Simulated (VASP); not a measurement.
# TiN (Fm-3m) in VASP: further runs, part 2 of 2

VASP 6.6.1.

**4. Single point, r2SCAN**

This run uses another cell than the first one, of 9.48 Å³/atom.

Input file POSCAR:

```
TiN
1.0
    0.0000000000      2.1162479043      2.1162479043
    2.1162479043      0.0000000000      2.1162479043
    2.1162479043      2.1162479043      0.0000000000
Ti N
1 1
Direct
    0.0000000000      0.0000000000      0.0000000000
    0.5000000000      0.5000000000      0.5000000000
```

Input file INCAR.step1:

```
SYSTEM = TiN
PREC = Accurate
ENCUT = 520
ISMEAR = 0
SIGMA = 0.1
LREAL = .FALSE.
LASPH = .TRUE.
NELM = 100
NBANDS = 16
GGA = PE
ALGO = Normal
EDIFF = 1E-4
LWAVE = .TRUE.
LCHARG = .FALSE.
```

Input file INCAR.step2:

```
SYSTEM = TiN
PREC = Accurate
ENCUT = 520
EDIFF = 1E-7
ISMEAR = 0
SIGMA = 0.1
LREAL = .FALSE.
LASPH = .TRUE.
NELM = 100
ALGO = Normal
ISIF = 2
LWAVE = .FALSE.
LCHARG = .FALSE.
METAGGA = R2SCAN
LMIXTAU = .TRUE.
NBANDS = 16
ISTART = 1
```

Input file KPOINTS:

```
Automatic mesh
0
G
  18 18 18
  0 0 0
```

Potentials or basis: VASP PAW PBE potentials, release 64 (Ti_sv, N).

On the command line:

```sh
$ cat potpaw_PBE.64/Ti_sv/POTCAR potpaw_PBE.64/N/POTCAR > POTCAR
$ cp INCAR.step1 INCAR
$ mpirun -np 1 vasp_std > vasp.out
$ cp INCAR.step2 INCAR
$ mpirun -np 1 vasp_std > vasp.out
```

OUTCAR:

```text
SYSTEM = TiN
   PREC = Accurate
   ENCUT = 520
   EDIFF = 1E-7
   ISMEAR = 0
   LREAL = .FALSE.
   LASPH = .TRUE.
   NELM = 100
   ISIF = 2
   METAGGA = R2SCAN
   ISTART = 1

 ion  position               nearest neighbor table
   1  0.000  0.000  0.000-   2 2.12   2 2.12   2 2.12   2 2.12   2 2.12   2 2.12
   2  0.500  0.500  0.500-   1 2.12   1 2.12   1 2.12   1 2.12   1 2.12   1 2.12

  LATTYP: Found a face centered cubic cell.
 ALAT       =     4.2324958086

  Lattice vectors:

 A1 = (   0.0000000000,   2.1162479043,   2.1162479043)
 A2 = (   2.1162479043,   0.0000000000,   2.1162479043)
 A3 = (   2.1162479043,   2.1162479043,   0.0000000000)

Analysis of symmetry for initial positions (statically):
=====================================================================
 Subroutine PRICEL returns:
 Original cell was already a primitive cell.

 Routine SETGRP: Setting up the symmetry group for a
 face centered cubic supercell.

 Subroutine GETGRP returns: Found 48 space group operations
 (whereof 48 operations were pure point group operations)
 out of a pool of 48 trial point group operations.

The static configuration has the point symmetry O_h .

Analysis of symmetry for dynamics (positions and initial velocities):
=====================================================================
 Subroutine PRICEL returns:
 Original cell was already a primitive cell.

 Routine SETGRP: Setting up the symmetry group for a
 face centered cubic supercell.

 Subroutine GETGRP returns: Found 48 space group operations
 (whereof 48 operations were pure point group operations)
 out of a pool of 48 trial point group operations.

The dynamic configuration has the point symmetry O_h .

 Subroutine INISYM returns: Found 48 space group operations
 (whereof 48 operations are pure point group operations),
 and found     1 'primitive' translations

----------------------------------------------------------------------------------------

                                     Primitive cell

  volume of cell :      18.9553

  direct lattice vectors                    reciprocal lattice vectors
     0.000000000  2.116247904  2.116247904    -0.236267216  0.236267216  0.236267216
     2.116247904  0.000000000  2.116247904     0.236267216 -0.236267216  0.236267216
     2.116247904  2.116247904  0.000000000     0.236267216  0.236267216 -0.236267216

  length of vectors
     2.992826488  2.992826488  2.992826488     0.409226822  0.409226822  0.409226822

  position of ions in fractional coordinates (direct lattice)
     0.000000000  0.000000000  0.000000000
     0.500000000  0.500000000  0.500000000

  ion indices of the primitive-cell ions
   primitive index   ion index
                 1           1
                 2           2

----------------------------------------------------------------------------------------

 KPOINTS: Automatic mesh

Automatic generation of k-mesh.
 Grid dimensions read from file:
 generate k-points for:   18   18   18

 Generating k-lattice:

  Cartesian coordinates                     Fractional coordinates (reciprocal lattice)
    -0.013125956  0.013125956  0.013125956     0.055555556  0.000000000  0.000000000
     0.013125956 -0.013125956  0.013125956     0.000000000  0.055555556  0.000000000
     0.013125956  0.013125956 -0.013125956     0.000000000  0.000000000  0.055555556

  Length of vectors
     0.022734823  0.022734823  0.022734823

  Shift w.r.t. Gamma in fractional coordinates (k-lattice)
     0.000000000  0.000000000  0.000000000

 Subroutine IBZKPT returns following result:
 ===========================================

 Found    195 irreducible k-points:

 Following reciprocal coordinates:
            Coordinates               Weight
  0.000000  0.000000  0.000000      1.000000
  0.055556  0.000000  0.000000      8.000000
  0.111111  0.000000  0.000000      8.000000
  0.166667  0.000000  0.000000      8.000000
  0.222222  0.000000  0.000000      8.000000
  0.277778  0.000000  0.000000      8.000000
[... 16 lines left out ...]
 -0.277778  0.055556  0.000000     24.000000
 -0.222222  0.055556  0.000000     24.000000
 [... further k-points ...]
   k-points           NKPTS =    195   k-points in BZ     NKDIM =    195   number of bands    NBANDS=     16
   number of dos      NEDOS =    301   number of ions     NIONS =      2
   total plane-waves  NPLWV =  13824
   dimension x,y,z NGX =    24 NGY =   24 NGZ =   24
   dimension x,y,z NGXF=    48 NGYF=   48 NGZF=   48
   ions per type =               1   1
   NGX,Y,Z   is equivalent  to a cutoff of  13.33, 13.33, 13.33 a.u.
   NGXF,Y,Z  is equivalent  to a cutoff of  26.66, 26.66, 26.66 a.u.
 SYSTEM =  TiN
   PREC   = accura    normal or accurate (medium, high low for compatibility)
   ISTART =      1    job   : 0-new  1-cont  2-samecut
   ICHARG =      0    charge: 1-file 2-atom 10-const
   ISPIN  =      1    spin polarized calculation?
   LNONCOLLINEAR =      F non collinear calculations
   LSORBIT =      F    spin-orbit coupling
   LASPH  =      T    aspherical Exc in radial PAW
   ENCUT  =  520.0 eV  38.22 Ry    6.18 a.u.   5.56  5.56  5.56*2*pi/ulx,y,z
   NELM   =    100;   NELMIN=  2; NELMDL=  0     # of ELM steps
   EDIFF  = 0.1E-06   stopping-criterion for ELM
   LREAL  =      F    real-space projection
   EDIFFG = 0.1E-05   stopping-criterion for IOM
   NSW    =      0    number of steps for IOM
   IBRION =     -1    ionic relax: 0-MD 1-quasi-New 2-CG
   NFREE  =      0    steps in history (QN), initial steepest desc. (CG)
   ISIF   =      2    stress and relaxation
   ISYM   =      2    0-nonsym 1-usesym 2-fastsym
   POTIM  = 0.5000    time-step for ionic-motion
   TEBEG  =    0.0;   TEEND  =   0.0 temperature during run
   PSTRESS=    0.0 pullay stress
   NELECT =      17.0000    total number of electrons
   NUPDOWN=      -1.0000    fix difference up-down
   EMIN   =  10.00;   EMAX   =-10.00  energy-range for DOS
   EFERMI =   0.00;   METHOD = LEGACY
   ISMEAR =     0;   SIGMA  =   0.10  broadening in eV -4-tet -1-fermi 0-gaus
   EFERMI_NEDOS =   21; number of points for ismear=-14 and -15
   IALGO  =     38    algorithm
   IMIX   =      4    mixing-type and parameters
     AMIX     =   0.40;   BMIX     =  1.00
     AMIX_MAG =   1.60;   BMIX_MAG =  1.00
  volume/ion in A,a.u.               =       9.48        63.96
  Fermi-wavevector in a.u.,A,eV,Ry     =   1.578754  2.983413 33.912055  2.492466
  Thomas-Fermi vector in A             =   2.679237
   LORBIT       =      0    0 simple, 1 ext, 2 COOP (PROOUT), +10 PAW based schemes
   METAGGA = R2SCAN    functional components
   LHFCALC =     F    Hartree Fock is set to
   AEXX    =    0.0000 exact exchange contribution
   IVDW    =     0    specifies the selected vdW correction
   LEPSILON=     F    determine dielectric tensor
   LRPA    =     F    only Hartree local field effects (RPA)
 non-spin polarized calculation
 Gauss-broadening in eV      SIGMA  =   0.10
  energy-cutoff  :      520.00
  volume of cell :       18.96
 maximum number of plane-waves:       532
 NGX is ok and might be reduce to    24
   NGX = 11   NGY = 11   NGZ = 11

 number of electron      17.0000001 magnetization

 Free energy of the ion-electron system (eV)
  ---------------------------------------------------
  ext. energy  EPLUGINS =         0.00000000
  ---------------------------------------------------
  free energy    TOTEN  =       -26.01578355 eV

  energy without entropy =      -26.01165467  energy(sigma->0) =      -26.01371911

 E-fermi :  11.7458     XC(G=0): -13.9170

 val. band max:       11.7357895655   @ k =   0.1111   0.0556   0.0000
 cond. band min:      11.7565653521   @ k =   0.4444   0.2222   0.1111
 fundamental gap:      0.0207757866
 Fermi energy:        11.7458153839

 k-point     1 :       0.0000    0.0000    0.0000
  band No.  band energies     occupation
      1     -48.6156      2.00000
      2     -23.5480      2.00000
      3     -23.5479      2.00000
      4     -23.5479      2.00000
      5      -6.5590      2.00000
      6       9.3487      2.00000
[... 8 lines left out ...]
     15      25.6359      0.00000
     16      32.1177      0.00000
[... 419 lines left out ...]
 k-point    24 :      -0.2222    0.0556    0.0000
  band No.  band energies     occupation
      1     -48.5661      2.00000
      2     -23.8766      2.00000
      3     -23.5967      2.00000
      4     -23.5653      2.00000
      5      -5.5079      2.00000
      6       5.8551      2.00000
[... 8 lines left out ...]
     15      25.2902      0.00000
     16      29.4814      0.00000

 [... further k-points ...]

------------------------ aborting loop because EDIFF is reached ----------------------------------------

  FORCE on cell =-STRESS in cart. coord.  units (eV):
  Direction    XX          YY          ZZ          XY          YZ          ZX
  --------------------------------------------------------------------------------------
  -------------------------------------------------------------------------------------
  Total        0.1796174      0.1796174      0.1796174     -0.0000000      0.0000000      0.0000000
  in kB       15.1820105     15.1820105     15.1820105     -0.0000000      0.0000000      0.0000000
  external PRESSURE =      15.1820105 kB  Pullay stress =       0.0000000 kB

 VOLUME and BASIS-vectors are now :
 -----------------------------------------------------------------------------
  energy-cutoff  :      520.00
  volume of cell :       18.96
      direct lattice vectors                 reciprocal lattice vectors
     0.000000000  2.116247904  2.116247904    -0.236267216  0.236267216  0.236267216
     2.116247904  0.000000000  2.116247904     0.236267216 -0.236267216  0.236267216
     2.116247904  2.116247904  0.000000000     0.236267216  0.236267216 -0.236267216

 POSITION                                       TOTAL-FORCE (eV/Angst)
 -----------------------------------------------------------------------------------
      0.00000      0.00000      0.00000         0.000000      0.000000      0.000000
      2.11625      2.11625      2.11625        -0.000000     -0.000000     -0.000000
 -----------------------------------------------------------------------------------
    total drift:                                0.000000     -0.000000     -0.000000

  FREE ENERGIE OF THE ION-ELECTRON SYSTEM (eV)
  ---------------------------------------------------
  free  energy   TOTEN  =       -26.0157835454 eV

  energy  without entropy=      -26.0116546667  energy(sigma->0) =      -26.01371911
```

OSZICAR.step1:

```text
N       E                     dE             d eps       ncg     rms          rms(c)
DAV:   1     0.133829632802E+03    0.13383E+03   -0.82398E+03  6280   0.127E+03
DAV:   2    -0.167468925863E+02   -0.15058E+03   -0.14107E+03  6952   0.346E+02
DAV:   3    -0.246268916070E+02   -0.78800E+01   -0.77955E+01  7960   0.820E+01
DAV:   4    -0.247958144928E+02   -0.16892E+00   -0.16880E+00  7480   0.115E+01
DAV:   5    -0.247995102337E+02   -0.36957E-02   -0.36957E-02  7456   0.152E+00    0.183E+01
DAV:   6    -0.200125782695E+02    0.47869E+01   -0.12925E+01  8192   0.536E+01    0.686E+00
DAV:   7    -0.196745309747E+02    0.33805E+00   -0.16474E+00  7344   0.160E+01    0.497E+00
DAV:   8    -0.198935045283E+02   -0.21897E+00   -0.10500E+00  8504   0.152E+01    0.605E+00
DAV:   9    -0.196465915630E+02    0.24691E+00   -0.33699E-01  7104   0.898E+00    0.160E+00
DAV:  10    -0.196390551293E+02    0.75364E-02   -0.32860E-02  7768   0.205E+00    0.419E-01
DAV:  11    -0.196360680944E+02    0.29870E-02   -0.46775E-03  9072   0.825E-01    0.166E-01
DAV:  12    -0.196360310170E+02    0.37077E-04   -0.38579E-04  7000   0.184E-01
   1 F= -.19636031E+02 E0= -.19633928E+02  d E =-.420549E-02
```

Wall time 4.3 min (1 thread of Intel Xeon 8259CL, shared host); peak memory 0.19 GiB.

What came out:

```yaml
Free_energy: -26.0158 eV
Pressure: 1.5 GPa
Band_gap_on_the_k_mesh: zero (an odd number of electrons rules out a gap without spin polarisation)
```

Caveat: the PAW data sets were made with another functional, which shifts forces and pressure a little.

**5. Summary**

| cell | gap on the mesh (eV) | pressure (GPa) |
| --- | --- | --- |
| a = 2.932 Å, angles 60.0°, 2 atoms | none | 22.6 |
| a = 2.963 Å, angles 60.0°, 2 atoms | none | 11.3 |
| a = 2.993 Å, angles 60.0°, 2 atoms | none | 1.5 |

Alike in all rows: task single point; level r2SCAN; potentials or basis VASP PAW PBE potentials, release 64 (Ti_sv, N); no spin polarisation; k mesh 18 × 18 × 18; cutoff (eV) 520; smearing gaussian 0.1 eV.

Caveats: the PAW data sets were made with another functional, which shifts forces and pressure a little; the cell stands under pressure (at least some runs).

Total energies depend on the potentials used, so only differences within one code and one set of settings carry meaning.
